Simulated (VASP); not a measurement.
A run of VASP 6.6.1 is set up as follows.

File INCAR:

```
ALGO = Fast
EDIFF = 1E-7
EDIFFG = -0.01
ENCUT = 600
GGA = PE
IBRION = 2
ISIF = 4
ISMEAR = 0
LASPH = T
LCHARG = F
LREAL = F
LWAVE = F
NELM = 60
NSW = 50
PREC = Accurate
SIGMA = 0.1
```

KPOINTS

```
k-points
0
Gamma
  34 34 34
```

File POSCAR:

```
Be
1.0
   -1.0937618757      1.0937618757      1.5458160393
    1.0937618757     -1.0937618757      1.5458160393
    1.0937618757      1.0937618757     -1.5458160393
Be
1
Direct
    0.5000000000      0.5000000000      0.0000000000
```

Potentials or basis: VASP PAW PBE potentials, release 64 (Be).

The run is started by

```sh
$ cat potpaw_PBE.64/Be/POTCAR > POTCAR
$ mpirun -np 1 vasp_std > vasp.out
```

(1) Estimate the band gap on the k mesh.

Results:

(1) zero (bands 1 and 2 overlap by 0.88 eV).
